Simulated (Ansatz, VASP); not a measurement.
**Pt2Cl: VASP beside Ansatz**

```
CELL_PARAMETERS angstrom
4.62994 0.00000 0.00000
-2.31497 4.00964 0.00000
0.00000 0.00000 2.80131
ATOMIC_POSITIONS crystal
Pt 0.33333 0.66667 0.50000
Pt 0.66667 0.33333 0.50000
Cl 0.00000 0.00000 0.00000
```

Alike in both runs: functional PBE; k mesh 6 × 6 × 6; occupations gaussian, width 0.1 eV; no spin polarisation.

Ansatz relaxed the structure, and its values are those at the end. VASP's run is a single point on that final structure, the one shown.

|  | VASP | Ansatz |
| --- | --- | --- |
| version | VASP 6.6.1 | Ansatz 0.2.0 |
| potentials or method | VASP PAW PBE potentials, release 64 (Pt, Cl), cutoff 520 eV | scalar-relativistic, plane waves, PAW |
| valence electrons in the cell | 27 | 43 |

Ansatz gave:

- gap on the k mesh at the Fermi level (eV): none
- pressure (GPa): 0.0

Q: Estimate VASP's values.

A: gap on the k mesh at the Fermi level (eV): none; pressure (GPa): -0.3.

A gap of «none» marks a metal or a gap that the smearing closes. The functional is the same, so the differences come from potentials, cutoffs and numerics. VASP's potentials hold 27 valence electrons a cell and Ansatz's 43, so a difference there can come from the potentials and not from the codes.

The k mesh is coarse, so the values compare programs but aren't converged. Spin-orbit coupling is off throughout.
